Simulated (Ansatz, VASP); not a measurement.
# SiNiGe4: VASP beside Ansatz

```
CELL_PARAMETERS angstrom
0.00000 3.81365 3.81365
3.81365 0.00000 3.81365
3.81365 3.81365 0.00000
ATOMIC_POSITIONS crystal
Si 0.00000 0.00000 0.00000
Ni 0.75000 0.75000 0.75000
Ge 0.37517 0.37517 0.87448
Ge 0.87448 0.37517 0.37517
Ge 0.37517 0.37517 0.37517
Ge 0.37517 0.87448 0.37517
```

Change from the starting cell: species swapped into the HoCu4Au type (F-43m, No. 216).

Alike in both runs: task relaxation of cell and atoms; functional PBE; k mesh 8 × 8 × 8; occupations gaussian, width 0.1 eV; no spin polarisation.

```csv
,VASP,Ansatz
version,VASP 6.6.1,Ansatz 0.2.0
potentials or method,"VASP PAW PBE potentials, release 64 (Si, Ni, Ge_d), cutoff 600 eV","scalar-relativistic, plane waves, PAW"
valence electrons in the cell,70,78
```

```csv
,VASP,Ansatz,Ansatz less VASP
"gap on the k mesh at the Fermi level, each at its own relaxed structure (eV)",none,none,-
relaxed volume (Å³/atom),18.50,18.48,-0.018
relaxed length of the cell vector where the two differ most in proportion (Å),5.394,5.392,-0.0018
```

A gap of «none» marks a metal or a gap that the smearing closes. VASP's potentials hold 70 valence electrons a cell and Ansatz's 78, so a difference there can come from the potentials and not from the codes.
